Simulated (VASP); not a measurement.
# K3Ge (Fm-3m) in VASP: single point with PBE

Aim: the single point of K3Ge with PBE.

Everything below comes from runs of VASP 6.6.1. Logs are shortened: lines on timing, memory, paths and dates and some standing lists are left out, and cuts for length are marked.

## Step 1: The cell of the first run

The structure is cubic, space group Fm-3m (No. 225). Conventional cell: a = 8.622 Å, b = 8.622 Å, c = 8.622 Å, α = 90.00°, β = 90.00°, γ = 90.00°. Ge (site symmetry m-3m) has 14 K at 3.73 to 4.31 Å within 4.9 Å. Within 4.9 Å of K (site symmetry m-3m) lie 8 K at 3.73 Å and 6 Ge at 4.31 Å. K (site symmetry -43m) has 10 K at 3.73 to 4.31 Å and 4 Ge at 3.73 Å within 4.9 Å.

## Step 2: Single point, PBE

INCAR

```
SYSTEM = K3Ge
ALGO = All ; EDIFF = 1E-6
ENCUT = 620 ; GGA = PE
GGA_COMPAT = .False. ; ISEARCH = 1
ISIF = 2 ; ISMEAR = -1
KPAR = 4 ; LASPH = .True.
LCHARG = .False. ; LREAL = .False.
LWAVE = .False. ; NBANDS = 28
NELM = 300 ; PREC = Accurate
SIGMA = 0.1
```

KPOINTS

```
k-points
0
Gamma
  8 8 8
  0 0 0
```

POSCAR

```
K3Ge
1.0
    0.0000000000      4.3110110000      4.3110110000
    4.3110110000      0.0000000000      4.3110110000
    4.3110110000      4.3110110000      0.0000000000
Ge K
1 3
Direct
    0.0000000000      0.0000000000      0.0000000000
    0.5000000000      0.5000000000      0.5000000000
    0.7500000000      0.7500000000      0.7500000000
    0.2500000000      0.2500000000      0.2500000000
```

Potentials or basis: VASP PAW PBE potentials, release 64 (Ge_d, K_sv).

On the command line:

```console
> cat potpaw_PBE.64/Ge_d/POTCAR potpaw_PBE.64/K_sv/POTCAR > POTCAR
> mpirun -np 4 vasp_std > vasp.out
```

OUTCAR:

```text
SYSTEM = K3Ge
   EDIFF = 1E-6
   ENCUT = 620
   GGA = PE
   ISIF = 2
   ISMEAR = -1
   LASPH = .True.
   LREAL = .False.
   NELM = 300
   PREC = Accurate

 ion  position               nearest neighbor table
   1  0.000  0.000  0.000-
   2  0.500  0.500  0.500-   4 3.73   4 3.73   4 3.73   3 3.73   3 3.73   3 3.73   4 3.73   3 3.73

   3  0.750  0.750  0.750-   2 3.73   2 3.73   2 3.73   2 3.73
   4  0.250  0.250  0.250-   2 3.73   2 3.73   2 3.73   2 3.73

  LATTYP: Found a face centered cubic cell.
 ALAT       =     8.6220220000

  Lattice vectors:

 A1 = (   0.0000000000,   4.3110110000,   4.3110110000)
 A2 = (   4.3110110000,   0.0000000000,   4.3110110000)
 A3 = (   4.3110110000,   4.3110110000,   0.0000000000)

Analysis of symmetry for initial positions (statically):
=====================================================================
 Subroutine PRICEL returns:
 Original cell was already a primitive cell.

 Routine SETGRP: Setting up the symmetry group for a
 face centered cubic supercell.

 Subroutine GETGRP returns: Found 48 space group operations
 (whereof 48 operations were pure point group operations)
 out of a pool of 48 trial point group operations.

The static configuration has the point symmetry O_h .

Analysis of symmetry for dynamics (positions and initial velocities):
=====================================================================
 Subroutine PRICEL returns:
 Original cell was already a primitive cell.

 Routine SETGRP: Setting up the symmetry group for a
 face centered cubic supercell.

 Subroutine GETGRP returns: Found 48 space group operations
 (whereof 48 operations were pure point group operations)
 out of a pool of 48 trial point group operations.

The dynamic configuration has the point symmetry O_h .

 Subroutine INISYM returns: Found 48 space group operations
 (whereof 48 operations are pure point group operations),
 and found     1 'primitive' translations

----------------------------------------------------------------------------------------

                                     Primitive cell

  volume of cell :     160.2387

  direct lattice vectors                    reciprocal lattice vectors
     0.000000000  4.311011000  4.311011000    -0.115982075  0.115982075  0.115982075
     4.311011000  0.000000000  4.311011000     0.115982075 -0.115982075  0.115982075
     4.311011000  4.311011000  0.000000000     0.115982075  0.115982075 -0.115982075

  length of vectors
     6.096690224  6.096690224  6.096690224     0.200886846  0.200886846  0.200886846

  position of ions in fractional coordinates (direct lattice)
     0.000000000  0.000000000  0.000000000
     0.500000000  0.500000000  0.500000000
     0.750000000  0.750000000  0.750000000
     0.250000000  0.250000000  0.250000000

  ion indices of the primitive-cell ions
   primitive index   ion index
                 1           1
                 2           2
                 3           3
                 4           4

----------------------------------------------------------------------------------------

 KPOINTS: k-points

Automatic generation of k-mesh.
 Grid dimensions read from file:
 generate k-points for:    8    8    8

 Generating k-lattice:

  Cartesian coordinates                     Fractional coordinates (reciprocal lattice)
    -0.014497759  0.014497759  0.014497759     0.125000000  0.000000000  0.000000000
     0.014497759 -0.014497759  0.014497759     0.000000000  0.125000000  0.000000000
     0.014497759  0.014497759 -0.014497759     0.000000000  0.000000000  0.125000000

  Length of vectors
     0.025110856  0.025110856  0.025110856

  Shift w.r.t. Gamma in fractional coordinates (k-lattice)
     0.000000000  0.000000000  0.000000000

 Subroutine IBZKPT returns following result:
 ===========================================

 Found     29 irreducible k-points:

 Following reciprocal coordinates:
            Coordinates               Weight
  0.000000  0.000000  0.000000      1.000000
  0.125000  0.000000  0.000000      8.000000
  0.250000  0.000000  0.000000      8.000000
  0.375000  0.000000  0.000000      8.000000
  0.500000  0.000000  0.000000      4.000000
  0.125000  0.125000  0.000000      6.000000
[... 16 lines left out ...]
  0.500000  0.250000  0.125000     48.000000
 -0.375000  0.250000  0.125000     24.000000
 [... further k-points ...]
   k-points           NKPTS =     29   k-points in BZ     NKDIM =     29   number of bands    NBANDS=     28
   number of dos      NEDOS =    301   number of ions     NIONS =      4
   total plane-waves  NPLWV = 125000
   dimension x,y,z NGX =    50 NGY =   50 NGZ =   50
   dimension x,y,z NGXF=   100 NGYF=  100 NGZF=  100
   ions per type =               1   3
   NGX,Y,Z   is equivalent  to a cutoff of  13.63, 13.63, 13.63 a.u.
   NGXF,Y,Z  is equivalent  to a cutoff of  27.27, 27.27, 27.27 a.u.
 SYSTEM =  K3Ge
   PREC   = accura    normal or accurate (medium, high low for compatibility)
   ISTART =      0    job   : 0-new  1-cont  2-samecut
   ICHARG =      2    charge: 1-file 2-atom 10-const
   ISPIN  =      1    spin polarized calculation?
   LNONCOLLINEAR =      F non collinear calculations
   LSORBIT =      F    spin-orbit coupling
   LASPH  =      T    aspherical Exc in radial PAW
   ENCUT  =  620.0 eV  45.57 Ry    6.75 a.u.  12.38 12.38 12.38*2*pi/ulx,y,z
   NELM   =    300;   NELMIN=  2; NELMDL= -5     # of ELM steps
   EDIFF  = 0.1E-05   stopping-criterion for ELM
   LREAL  =      F    real-space projection
   EDIFFG = 0.1E-04   stopping-criterion for IOM
   NSW    =      0    number of steps for IOM
   IBRION =     -1    ionic relax: 0-MD 1-quasi-New 2-CG
   NFREE  =      0    steps in history (QN), initial steepest desc. (CG)
   ISIF   =      2    stress and relaxation
   ISYM   =      2    0-nonsym 1-usesym 2-fastsym
   POTIM  = 0.5000    time-step for ionic-motion
   TEBEG  =    0.0;   TEEND  =   0.0 temperature during run
   PSTRESS=    0.0 pullay stress
   NELECT =      41.0000    total number of electrons
   NUPDOWN=      -1.0000    fix difference up-down
   EMIN   =  10.00;   EMAX   =-10.00  energy-range for DOS
   EFERMI =   0.00;   METHOD = LEGACY
   ISMEAR =    -1;   SIGMA  =   0.10  broadening in eV -4-tet -1-fermi 0-gaus
   EFERMI_NEDOS =   21; number of points for ismear=-14 and -15
   IALGO  =     58    algorithm
   IMIX   =      4    mixing-type and parameters
     AMIX     =   0.40;   BMIX     =  1.00
     AMIX_MAG =   1.60;   BMIX_MAG =  1.00
  volume/ion in A,a.u.               =      40.06       270.34
  Fermi-wavevector in a.u.,A,eV,Ry     =   1.039315  1.964020 14.696668  1.080175
  Thomas-Fermi vector in A             =   2.173839
   LORBIT       =      0    0 simple, 1 ext, 2 COOP (PROOUT), +10 PAW based schemes
   GGA     = PE    functional components
   LHFCALC =     F    Hartree Fock is set to
   AEXX    =    0.0000 exact exchange contribution
   IVDW    =     0    specifies the selected vdW correction
   LEPSILON=     F    determine dielectric tensor
   LRPA    =     F    only Hartree local field effects (RPA)
 non-spin polarized calculation
  energy-cutoff  :      620.00
  volume of cell :      160.24
 maximum number of plane-waves:      5666
 NGX is ok and might be reduce to    50
   NGX = 25   NGY = 25   NGZ = 25

 number of electron      40.9999999 magnetization

 Free energy of the ion-electron system (eV)
  ---------------------------------------------------
  ext. energy  EPLUGINS =         0.00000000
  ---------------------------------------------------
  free energy    TOTEN  =        -7.20471309 eV

  energy without entropy =       -7.02109565  energy(sigma->0) =       -7.11290437

 E-fermi :   0.9255     XC(G=0):  -7.3957

 val. band max:        0.9171287841   @ k =  -0.1250   0.1250   0.0000
 cond. band min:       0.9283281973   @ k =   0.2500   0.0000   0.0000
 fundamental gap:      0.0111994132
 Fermi energy:         0.9254715033

 k-point     1 :       0.0000    0.0000    0.0000
  band No.  band energies     occupation
      1     -31.0577      2.00000
      2     -30.2371      2.00000
      3     -30.2254      2.00000
      4     -22.6861      2.00000
      5     -22.6861      2.00000
      6     -22.6861      2.00000
[... 20 lines left out ...]
     27       4.0747      0.00000
     28       5.7992      0.00000

 k-point     2 :       0.1250    0.0000    0.0000
  band No.  band energies     occupation
      1     -31.0575      2.00000
      2     -30.2368      2.00000
      3     -30.2259      2.00000
      4     -22.6861      2.00000
      5     -22.6861      2.00000
      6     -22.6861      2.00000
[... 20 lines left out ...]
     27       4.1152      0.00000
     28       5.4903      0.00000

 k-point     3 :       0.2500    0.0000    0.0000
  band No.  band energies     occupation
      1     -31.0571      2.00000
      2     -30.2358      2.00000
      3     -30.2273      2.00000
      4     -22.6861      2.00000
      5     -22.6861      2.00000
      6     -22.6860      2.00000
[... 20 lines left out ...]
     27       4.2385      0.00000
     28       4.7950      0.00000

 k-point     4 :       0.3750    0.0000    0.0000
  band No.  band energies     occupation
      1     -31.0568      2.00000
      2     -30.2340      2.00000
      3     -30.2294      2.00000
      4     -22.6860      2.00000
      5     -22.6860      2.00000
      6     -22.6860      2.00000
[... 578 lines left out ...]
     27       4.6609      0.00000
     28       5.0831      0.00000

 k-point    23 :       0.5000    0.2500    0.1250
  band No.  band energies     occupation
      1     -31.0566      2.00000
      2     -30.2337      2.00000
      3     -30.2299      2.00000
      4     -22.6860      2.00000
      5     -22.6860      2.00000
      6     -22.6860      2.00000
[... 20 lines left out ...]
     27       4.7558      0.00000
     28       4.9636      0.00000

 k-point    24 :      -0.3750    0.2500    0.1250
  band No.  band energies     occupation
      1     -31.0565      2.00000
      2     -30.2320      2.00000
      3     -30.2318      2.00000
      4     -22.6860      2.00000
      5     -22.6860      2.00000
      6     -22.6860      2.00000
[... 20 lines left out ...]
     27       4.8101      0.00000
     28       5.0074      0.00000

 [... further k-points ...]

------------------------ aborting loop because EDIFF is reached ----------------------------------------

  FORCE on cell =-STRESS in cart. coord.  units (eV):
  Direction    XX          YY          ZZ          XY          YZ          ZX
  --------------------------------------------------------------------------------------
  -------------------------------------------------------------------------------------
  Total        0.0572137      0.0572137      0.0572137      0.0000000      0.0000000      0.0000000
  in kB        0.5720617      0.5720617      0.5720617      0.0000000      0.0000000      0.0000000
  external PRESSURE =       0.5720617 kB  Pullay stress =       0.0000000 kB

 VOLUME and BASIS-vectors are now :
 -----------------------------------------------------------------------------
  energy-cutoff  :      620.00
  volume of cell :      160.24
      direct lattice vectors                 reciprocal lattice vectors
     0.000000000  4.311011000  4.311011000    -0.115982075  0.115982075  0.115982075
     4.311011000  0.000000000  4.311011000     0.115982075 -0.115982075  0.115982075
     4.311011000  4.311011000  0.000000000     0.115982075  0.115982075 -0.115982075

 POSITION                                       TOTAL-FORCE (eV/Angst)
 -----------------------------------------------------------------------------------
      0.00000      0.00000      0.00000         0.000000     -0.000000      0.000000
      4.31101      4.31101      4.31101         0.000000     -0.000000      0.000000
      6.46652      6.46652      6.46652        -0.000000     -0.000000     -0.000000
      2.15551      2.15551      2.15551         0.000000      0.000000      0.000000
 -----------------------------------------------------------------------------------
    total drift:                               -0.000000     -0.000000     -0.000000

  FREE ENERGIE OF THE ION-ELECTRON SYSTEM (eV)
  ---------------------------------------------------
  free  energy   TOTEN  =        -7.2047130890 eV

  energy  without entropy=       -7.0210870055  energy(sigma->0) =       -7.11290005
```

It took 78 s on 4 MPI ranks of Intel Xeon Platinum 8375C at 2.90GHz (Ice Lake), shared host; peak memory 0.56 GiB.

What came out:

```
Free energy            : -7.2047 eV
Pressure               : 0.1 GPa
Band gap on the k mesh : zero (an odd number of electrons rules out a gap without spin polarisation)
```
